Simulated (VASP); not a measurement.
Set up this calculation in VASP 6.6.1, as the native input.

| Item | Value |
| --- | --- |
| Task | single point |
| Functional | PBE |
| Potentials or basis | VASP PAW PBE potentials, release 64 (Co, Si) |
| Cutoff | 600 eV |
| k mesh | 14 × 14 × 14 |
| Occupations | fermi-dirac, width 0.1 eV |
| Spin | no spin polarisation |
| Dipole correction | no |
| Further INCAR settings | ALGO = Normal; EDIFF = 1e-06; NBANDS = 14 |

The structure of CoSi (CsCl type) lies in POSCAR:

```
CoSi
1.0
    2.7803781644      0.0000000000      0.0000000000
    0.0000000000      2.7803781644      0.0000000000
    0.0000000000      0.0000000000      2.7803781644
Co Si
1 1
Direct
    0.0000000000      0.0000000000      0.0000000000
    0.5000000000      0.5000000000      0.5000000000
```

These files were run (other wordings do the same):

INCAR

```
  PREC = Accurate
  ENCUT = 600
  EDIFF = 1E-6
  ISMEAR = -1
  SIGMA = 0.1
  LREAL = F
  LASPH = T
  NELM = 120
  ALGO = Normal
  ISIF = 2
  LWAVE = F
  LCHARG = F
  GGA = PE
  NBANDS = 14
  GGA_COMPAT = F
```

KPOINTS

```
regular mesh
0
Gamma
  14 14 14
```

Potentials or basis: VASP PAW PBE potentials, release 64 (Co, Si).

Command:

```bash
$ cat potpaw_PBE.64/Co/POTCAR potpaw_PBE.64/Si/POTCAR > POTCAR
$ mpirun -np 1 vasp_std > vasp.out
```

Results of the run:

```json
{
  "Pressure": "-0.2 GPa"
}
```

Wall time 20 s on 1 thread of Intel(R) Xeon(R) Platinum 8375C CPU @ 2.90GHz (Ice Lake) (shared host), peak memory 0.17 GiB.
